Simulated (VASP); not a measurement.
# Ge (Cmmm) in VASP: a series of runs, part 3 of 3

VASP 6.6.1. Earlier steps stand in the parts before.

## (6) Single point, PBEsol

This run uses another cell than the first one, of 21.96 Å³/atom, 1.167 times its volume.

File INCAR:

```
PREC = Accurate
ENCUT = 520
EDIFF = 1E-6
ISMEAR = -1
SIGMA = 0.15
LREAL = F
LASPH = T
NELM = 100
ALGO = Normal
ISIF = 2
LWAVE = F
LCHARG = F
GGA = PS
NBANDS = 13
```

File KPOINTS:

```
Automatic mesh
0
Gamma
  12 12 11
```

File POSCAR:

```
Ge
1.0
    1.4509386269     -2.7006369523      0.0000000000
    1.4509386269      2.7006369523      0.0000000000
    0.0000000000      0.0000000000      2.8021086721
Ge
1
Direct
    0.5000000000      0.5000000000      0.0000000000
```

Potentials or basis: VASP PAW PBE potentials, release 64 (Ge_d).

The run is started by

```bash
cat potpaw_PBE.64/Ge_d/POTCAR > POTCAR
mpirun -np 1 vasp_std > vasp.out
```

OUTCAR:

```text
PREC = Accurate
   ENCUT = 520
   EDIFF = 1E-6
   ISMEAR = -1
   LREAL = F
   LASPH = T
   NELM = 100
   ISIF = 2
   GGA = PS

 ion  position               nearest neighbor table
   1  0.500  0.500  0.000-

  LATTYP: Found a base centered orthorhombic cell.
 ALAT       =     2.9018772538
 B/A-ratio  =     1.8613033675
 C/A-ratio  =     0.9656192964

  Lattice vectors:

 A1 = (   1.4509386269,  -2.7006369523,   0.0000000000)
 A2 = (   1.4509386269,   2.7006369523,   0.0000000000)
 A3 = (   0.0000000000,   0.0000000000,   2.8021086721)

Analysis of symmetry for initial positions (statically):
=====================================================================
 Subroutine PRICEL returns:
 Original cell was already a primitive cell.

 Routine SETGRP: Setting up the symmetry group for a
 base centered orthorhombic supercell.

 Subroutine GETGRP returns: Found  8 space group operations
 (whereof  8 operations were pure point group operations)
 out of a pool of  8 trial point group operations.

The static configuration has the point symmetry D_2h.

Analysis of symmetry for dynamics (positions and initial velocities):
=====================================================================
 Subroutine PRICEL returns:
 Original cell was already a primitive cell.

 Routine SETGRP: Setting up the symmetry group for a
 base centered orthorhombic supercell.

 Subroutine GETGRP returns: Found  8 space group operations
 (whereof  8 operations were pure point group operations)
 out of a pool of  8 trial point group operations.

The dynamic configuration has the point symmetry D_2h.

 Subroutine INISYM returns: Found  8 space group operations
 (whereof  8 operations are pure point group operations),
 and found     1 'primitive' translations

----------------------------------------------------------------------------------------

                                     Primitive cell

  volume of cell :      21.9599

  direct lattice vectors                    reciprocal lattice vectors
     1.450938627 -2.700636952  0.000000000     0.344604514 -0.185141509  0.000000000
     1.450938627  2.700636952  0.000000000     0.344604514  0.185141509  0.000000000
     0.000000000  0.000000000  2.802108672     0.000000000  0.000000000  0.356874096

  length of vectors
     3.065723870  3.065723870  2.802108672     0.391190042  0.391190042  0.356874096

  position of ions in fractional coordinates (direct lattice)
     0.500000000  0.500000000  0.000000000

  ion indices of the primitive-cell ions
   primitive index   ion index
                 1           1

----------------------------------------------------------------------------------------

 KPOINTS: Automatic mesh

Automatic generation of k-mesh.
 Grid dimensions read from file:
 generate k-points for:   12   12   11

 Generating k-lattice:

  Cartesian coordinates                     Fractional coordinates (reciprocal lattice)
     0.028717043 -0.015428459  0.000000000     0.083333333  0.000000000  0.000000000
     0.028717043  0.015428459  0.000000000     0.000000000  0.083333333  0.000000000
     0.000000000  0.000000000  0.032443100     0.000000000  0.000000000  0.090909091

  Length of vectors
     0.032599170  0.032599170  0.032443100

  Shift w.r.t. Gamma in fractional coordinates (k-lattice)
     0.000000000  0.000000000  0.000000000

 Subroutine IBZKPT returns following result:
 ===========================================

 Found    258 irreducible k-points:

 Following reciprocal coordinates:
            Coordinates               Weight
  0.000000  0.000000  0.000000      1.000000
  0.083333 -0.000000  0.000000      4.000000
  0.166667 -0.000000  0.000000      4.000000
  0.250000  0.000000  0.000000      4.000000
  0.333333 -0.000000  0.000000      4.000000
  0.416667 -0.000000  0.000000      4.000000
[... 16 lines left out ...]
  0.500000  0.166667  0.000000      4.000000
 -0.416667  0.166667  0.000000      4.000000
 [... further k-points ...]
   k-points           NKPTS =    258   k-points in BZ     NKDIM =    258   number of bands    NBANDS=     13
   number of dos      NEDOS =    301   number of ions     NIONS =      1
   total plane-waves  NPLWV =  13824
   dimension x,y,z NGX =    24 NGY =   24 NGZ =   24
   dimension x,y,z NGXF=    48 NGYF=   48 NGZF=   48
   ions per type =               1
   NGX,Y,Z   is equivalent  to a cutoff of  13.01, 13.01, 14.24 a.u.
   NGXF,Y,Z  is equivalent  to a cutoff of  26.03, 26.03, 28.48 a.u.
 SYSTEM =  unknown system
   PREC   = accura    normal or accurate (medium, high low for compatibility)
   ISTART =      0    job   : 0-new  1-cont  2-samecut
   ICHARG =      2    charge: 1-file 2-atom 10-const
   ISPIN  =      1    spin polarized calculation?
   LNONCOLLINEAR =      F non collinear calculations
   LSORBIT =      F    spin-orbit coupling
   LASPH  =      T    aspherical Exc in radial PAW
   ENCUT  =  520.0 eV  38.22 Ry    6.18 a.u.   5.70  5.70  5.21*2*pi/ulx,y,z
   NELM   =    100;   NELMIN=  2; NELMDL= -5     # of ELM steps
   EDIFF  = 0.1E-05   stopping-criterion for ELM
   LREAL  =      F    real-space projection
   EDIFFG = 0.1E-04   stopping-criterion for IOM
   NSW    =      0    number of steps for IOM
   IBRION =     -1    ionic relax: 0-MD 1-quasi-New 2-CG
   NFREE  =      0    steps in history (QN), initial steepest desc. (CG)
   ISIF   =      2    stress and relaxation
   ISYM   =      2    0-nonsym 1-usesym 2-fastsym
   POTIM  = 0.5000    time-step for ionic-motion
   TEBEG  =    0.0;   TEEND  =   0.0 temperature during run
   PSTRESS=    0.0 pullay stress
   NELECT =      14.0000    total number of electrons
   NUPDOWN=      -1.0000    fix difference up-down
   EMIN   =  10.00;   EMAX   =-10.00  energy-range for DOS
   EFERMI =   0.00;   METHOD = LEGACY
   ISMEAR =    -1;   SIGMA  =   0.15  broadening in eV -4-tet -1-fermi 0-gaus
   EFERMI_NEDOS =   21; number of points for ismear=-14 and -15
   IALGO  =     38    algorithm
   IMIX   =      4    mixing-type and parameters
     AMIX     =   0.40;   BMIX     =  1.00
     AMIX_MAG =   1.60;   BMIX_MAG =  1.00
  volume/ion in A,a.u.               =      21.96       148.19
  Fermi-wavevector in a.u.,A,eV,Ry     =   1.408988  2.662602 27.010945  1.985248
  Thomas-Fermi vector in A             =   2.531090
   LORBIT       =      0    0 simple, 1 ext, 2 COOP (PROOUT), +10 PAW based schemes
   GGA     = PS    functional components
   LHFCALC =     F    Hartree Fock is set to
   AEXX    =    0.0000 exact exchange contribution
   IVDW    =     0    specifies the selected vdW correction
   LEPSILON=     F    determine dielectric tensor
   LRPA    =     F    only Hartree local field effects (RPA)
 non-spin polarized calculation
  energy-cutoff  :      520.00
  volume of cell :       21.96
 maximum number of plane-waves:       606
   NGX = 11   NGY = 11   NGZ = 11

 number of electron      13.9999996 magnetization

 Free energy of the ion-electron system (eV)
  ---------------------------------------------------
  ext. energy  EPLUGINS =         0.00000000
  ---------------------------------------------------
  free energy    TOTEN  =        -4.64615667 eV

  energy without entropy =       -4.60745159  energy(sigma->0) =       -4.62680413

 E-fermi :   4.9465     XC(G=0): -10.6387

 val. band max:        4.9346549269   @ k =  -0.3333   0.0833   0.0909
 cond. band min:       4.9661974093   @ k =  -0.2500   0.2500   0.0000
 fundamental gap:      0.0315424824
 Fermi energy:         4.9465007089

 k-point     1 :       0.0000    0.0000    0.0000
  band No.  band energies     occupation
      1     -19.6496      2.00000
      2     -19.6108      2.00000
      3     -19.5740      2.00000
      4     -19.5005      2.00000
      5     -19.4827      2.00000
      6      -7.0517      2.00000
      7      11.0011      0.00000
      8      11.3178      0.00000
      9      12.6388      0.00000
     10      14.6806      0.00000
     11      16.6249      0.00000
     12      18.4810      0.00000
     13      19.1998      0.00000
[... 353 lines left out ...]
 k-point    24 :      -0.4167    0.1667    0.0000
  band No.  band energies     occupation
      1     -19.6191      2.00000
      2     -19.5853      2.00000
      3     -19.5369      2.00000
      4     -19.5176      2.00000
      5     -19.5002      2.00000
      6      -4.4120      2.00000
      7       3.7341      1.99938
      8       5.7361      0.01030
      9      13.2540      0.00000
     10      16.9224      0.00000
     11      17.8711      0.00000
     12      22.5257      0.00000
     13      23.3325      0.00000

 [... further k-points ...]
[... 5 lines left out ...]
  --------------------------------------------------------------------------------------
  -------------------------------------------------------------------------------------
  Total       -1.2019951     -1.4224445     -1.1124496      0.0000000      0.0000000      0.0000000
  in kB      -87.6966632   -103.7804871    -81.1634924      0.0000000      0.0000000      0.0000000
  external PRESSURE =     -90.8802142 kB  Pullay stress =       0.0000000 kB

 VOLUME and BASIS-vectors are now :
 -----------------------------------------------------------------------------
  energy-cutoff  :      520.00
  volume of cell :       21.96
      direct lattice vectors                 reciprocal lattice vectors
     1.450938627 -2.700636952  0.000000000     0.344604514 -0.185141509  0.000000000
     1.450938627  2.700636952  0.000000000     0.344604514  0.185141509  0.000000000
     0.000000000  0.000000000  2.802108672     0.000000000  0.000000000  0.356874096

 POSITION                                       TOTAL-FORCE (eV/Angst)
 -----------------------------------------------------------------------------------
      1.45094      0.00000      0.00000         0.000000      0.000000      0.000000
 -----------------------------------------------------------------------------------
    total drift:                               -0.000000     -0.000000     -0.000000

  FREE ENERGIE OF THE ION-ELECTRON SYSTEM (eV)
  ---------------------------------------------------
  free  energy   TOTEN  =        -4.6461566707 eV

  energy  without entropy=       -4.6074515899  energy(sigma->0) =       -4.62680413
```

OSZICAR:

```text
N       E                     dE             d eps       ncg     rms          rms(c)
DAV:   1     0.643680250051E+02    0.64368E+02   -0.71800E+03  7181   0.279E+03
DAV:   2     0.145918145704E+01   -0.62909E+02   -0.60069E+02  7306   0.415E+02
DAV:   3    -0.456638376236E+01   -0.60256E+01   -0.59996E+01  7681   0.743E+01
DAV:   4    -0.466088345718E+01   -0.94500E-01   -0.94488E-01  7763   0.102E+01
DAV:   5    -0.466196471992E+01   -0.10813E-02   -0.10813E-02  7883   0.123E+00    0.110E+00
DAV:   6    -0.464994292891E+01    0.12022E-01   -0.12812E-02  8363   0.239E+00    0.596E-01
DAV:   7    -0.464634229109E+01    0.36006E-02   -0.66611E-03  8369   0.147E+00    0.856E-02
DAV:   8    -0.464615451115E+01    0.18778E-03   -0.71009E-04  8108   0.590E-01    0.245E-02
DAV:   9    -0.464615658963E+01   -0.20785E-05   -0.10976E-05  8257   0.401E-02    0.538E-03
DAV:  10    -0.464615667075E+01   -0.81117E-07   -0.41035E-07  5348   0.906E-03
   1 F= -.46461567E+01 E0= -.46268041E+01  d E =-.387051E-01
```

It took 50 s on 1 thread of Intel Xeon Platinum 8175M at 2.50GHz (Skylake/Cascade Lake), shared host; peak memory 0.19 GiB.

Results:

| Item | Value |
| --- | --- |
| Free energy | -4.6462 eV |
| Pressure | -9.1 GPa |
| Band gap on the k mesh | zero (band 7 reaches 11.00 eV, above the bottom of band 8 at 2.19 eV) |

Stress tensor (GPa, compression positive):
```
 -8.77   0.00   0.00
  0.00 -10.38   0.00
  0.00   0.00  -8.12
```

Levels at points of the mesh, in eV from the Fermi level:
```tsv
k point	band 5	band 6	band 7	band 8	band 9	band 10
(0.00, 0.00, 0.00)	-24.43	-12.00	6.05	6.37	7.69	9.73
(0.50, 0.00, 0.00)	-24.45	-7.62	-4.65	3.16	7.16	9.33
(0.50, 0.50, 0.00)	-24.43	-8.38	-4.84	4.75	8.70	8.76
```

Caveat: the PAW data sets were made with another functional, which shifts forces and pressure a little.

## (7) The runs side by side

```tsv
cell	gap on the mesh (eV)	pressure (GPa)
a = 2.912, b = 2.912, c = 2.662 Å, angles 90.0, 90.0, 123.5°, 1 atom	none	-1.6
a = 2.952, b = 2.952, c = 2.698 Å, angles 90.0, 90.0, 123.5°, 1 atom	none	-4.2
a = 2.991, b = 2.991, c = 2.734 Å, angles 90.0, 90.0, 123.5°, 1 atom	none	-6.2
a = 3.029, b = 3.029, c = 2.768 Å, angles 90.0, 90.0, 123.5°, 1 atom	none	-7.8
a = 3.066, b = 3.066, c = 2.802 Å, angles 90.0, 90.0, 123.5°, 1 atom	none	-9.1
```

Alike in all rows: task single point; level PBEsol; potentials or basis VASP PAW PBE potentials, release 64 (Ge_d); no spin polarisation; k mesh 12 × 12 × 11; cutoff (eV) 520; smearing fermi-dirac 0.15 eV.

Caveats: the PAW data sets were made with another functional, which shifts forces and pressure a little.

Absolute energies hang on the potentials; compare differences alone.
